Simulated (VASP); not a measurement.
## Al2O3: single point with PBEsol

The system is Al2O3.

```
Al O
1.0
     2.99042    0.00000    0.00000
    -1.49521    2.58978    0.00000
     0.00000    0.00000    7.50670
Al O
2 3
Direct
  0.00000 0.00000 0.27795
  0.00000 0.00000 0.72205
  0.33333 0.66667 0.19945
  0.66667 0.33333 0.80055
  0.00000 0.00000 0.50000
```

```json
{
  "Program": "VASP 6.6.1",
  "Task": "single point",
  "Functional": "PBEsol",
  "Potentials or basis": "VASP PAW PBE potentials, release 64 (Al, O)",
  "Cutoff": "520 eV",
  "k mesh": "12 × 12 × 4",
  "Occupations": "gaussian, width 0.01 eV",
  "Spin": "no spin polarisation",
  "Dipole correction": "no",
  "Further INCAR settings": "ALGO = Normal; EDIFF = 1e-06; NBANDS = 20"
}
```

```yaml
Pressure: 1.0 GPa
Largest_force: 0.172 eV/Å
Band_gap_on_the_k_mesh: 2.38 eV, direct
```

Forces on the atoms (eV/Å):
```
Al   0.000  0.000 -0.172
Al   0.000  0.000  0.172
O    0.000  0.000 -0.033
O    0.000  0.000  0.033
O    0.000  0.000  0.000
```

Stress tensor (GPa, compression positive):
```
0.12 0.00 0.00
0.00 0.12 0.00
0.00 0.00 2.65
```

Levels at points of the mesh, in eV from the valence-band top:
```tsv
k point	band 9	band 10	band 11	band 12	band 13	band 14	band 15	band 16
(0.00, 0.00, 0.00)	-3.75	-2.37	0.00	0.00	2.38	4.42	7.39	10.60
(0.50, 0.00, 0.00)	-3.61	-3.16	-1.82	-0.51	4.52	6.22	8.26	9.06
(0.00, 0.00, 0.50)	-3.71	-3.17	0.00	0.00	3.34	3.46	8.16	8.79
(0.50, 0.00, 0.50)	-3.51	-3.40	-1.74	-0.51	4.99	5.57	8.24	8.67
```

Run time: 100 s on 1 thread of AMD EPYC 7R13, with other jobs on the host, peak memory 0.18 GiB.

Caveat: the PAW data sets were made with another functional, which shifts forces and pressure a little. A k mesh can miss the band edges.
